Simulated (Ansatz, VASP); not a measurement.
AlN in VASP and in Ansatz

```
CELL_PARAMETERS angstrom
0.00000 2.18399 2.18399
2.18399 0.00000 2.18399
2.18399 2.18399 0.00000
ATOMIC_POSITIONS crystal
Al 0.01783 0.01783 0.98217
N 0.71566 0.71566 0.78434
```

Change from the starting cell: mode 4 (664.6 1/cm) frozen in, largest displacement -0.150 Å.

Alike in both runs: task single point; functional r2SCAN; k mesh 10 × 10 × 10; occupations gaussian, width 0.05 eV; no spin polarisation.

|  | VASP | Ansatz |
| --- | --- | --- |
| version | VASP 6.6.1 | Ansatz 0.2.0 |
| potentials or method | VASP PAW PBE potentials, release 64 (Al, N), cutoff 520 eV | scalar-relativistic, plane waves, PAW |
| valence electrons in the cell | 8 | 8 |

Ansatz gave:

- gap on the k mesh at the Fermi level (eV): 3.36
- least direct gap on the mesh (eV): 4.19
- pressure (GPa): 6.7
- traceless stress, the component that is largest in VASP (GPa): -16.35
- rms of the force components (eV/Å): 1.869

Q: Estimate VASP's values.

A: gap on the k mesh at the Fermi level (eV): 3.35; least direct gap on the mesh (eV): 4.23; pressure (GPa): 6.4; traceless stress, the component that is largest in VASP (GPa): -16.73; rms of the force components (eV/Å): 1.892.

VASP's potentials were made for PBE, not for r2SCAN. Atom by atom the forces differ by 0.023 eV/Å (rms over components).
